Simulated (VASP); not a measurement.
A run of VASP 6.6.1 is set up as follows.

The input INCAR:

```
SYSTEM = NbTe
ALGO     = Normal         ! electronic algorithm
EDIFF    = 1E-6           ! SCF threshold, eV
ENCUT    = 520            ! plane-wave cutoff, eV
GGA      = PE             ! functional
ISIF     = 2              ! what is computed and relaxed
ISMEAR   = -1             ! smearing method
LASPH    = .True.         ! aspherical terms in the spheres
LCHARG   = .True.         ! write CHGCAR
LELF     = .True.         ! ELF
LREAL    = .False.        ! projectors in reciprocal space
LVHAR    = .True.       
LWAVE    = .False.        ! write WAVECAR
NBANDS   = 16             ! bands
NELM     = 80             ! most SCF steps
PREC     = Accurate       ! precision mode
SIGMA    = 0.05           ! smearing width, eV
```

The input KPOINTS:

```
k-points
0
Gamma
  7 7 6
  0 0 0
```

The input POSCAR:

```
NbTe
1.0
    3.7874355849      0.0000000000      0.0000000000
   -1.8937177924      3.2800158883      0.0000000000
    0.0000000000      0.0000000000      3.7784727085
Nb Te
1 1
Direct
    0.0000000000      0.0000000000      0.5000000000
    0.6666666667      0.3333333333      0.0000000000
```

Potentials or basis: VASP PAW PBE potentials, release 64 (Nb_sv, Te).

The run is started by

```console
$ cat potpaw_PBE.64/Nb_sv/POTCAR potpaw_PBE.64/Te/POTCAR > POTCAR
$ mpirun -np 1 vasp_std > vasp.out
```

Task: Estimate the pressure.

Result: -7.6 GPa.

Stress tensor (GPa, compression positive):
```
-7.08  0.00  0.00
 0.00 -7.08  0.00
 0.00  0.00 -8.73
```
